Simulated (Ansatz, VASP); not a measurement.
**One calculation of AlAuC4N4, two programs**

```xyz
10
Lattice="6.1477 0.0000 0.0000 0.0000 6.1477 0.0000 0.0000 0.0000 6.1477" Properties=species:S:1:pos:R:3 pbc="T T T"
Al    0.0000    0.0000    0.0000
C     1.1374    1.1374    1.1374
C     1.1374    5.0103    5.0103
C     5.0103    1.1374    5.0103
C     5.0103    5.0103    1.1374
Au    3.0739    3.0739    3.0739
N     1.8088    1.8088    1.8088
N     1.8088    4.3390    4.3390
N     4.3390    1.8088    4.3390
N     4.3390    4.3390    1.8088
```

Alike in both runs: functional PBE; k mesh 4 × 4 × 4; occupations gaussian, width 0.02 eV; no spin polarisation.

Ansatz relaxed the structure, and its values are those at the end. VASP's run is a single point on that final structure, the one shown.

|  | VASP | Ansatz |
| --- | --- | --- |
| version | VASP 6.6.1 | Ansatz 0.2.0 |
| potentials or method | VASP PAW PBE potentials, release 64 (Al, C, Au, N), cutoff 520 eV | scalar-relativistic, plane waves, PAW |
| valence electrons in the cell | 50 | 58 |

Ansatz gave:

- gap on the k mesh at the Fermi level (eV): 3.48
- least direct gap on the mesh (eV): 3.51
- pressure (GPa): 0.0
- rms of the force components (eV/Å): 0.005

**Question.** Which values does VASP return?

**Answer.** gap on the k mesh at the Fermi level (eV): 3.49; least direct gap on the mesh (eV): 3.51; pressure (GPa): 0.3; rms of the force components (eV/Å): 0.219.

One of these differences is far larger than is usual between the two programs; its cause wasn't traced. VASP's potentials hold 50 valence electrons a cell and Ansatz's 58, so a difference there can come from the potentials and not from the codes.

Spin-orbit coupling is off throughout. Noted on VASP's run: the standard files for N, O and F lose accuracy on very short bonds.
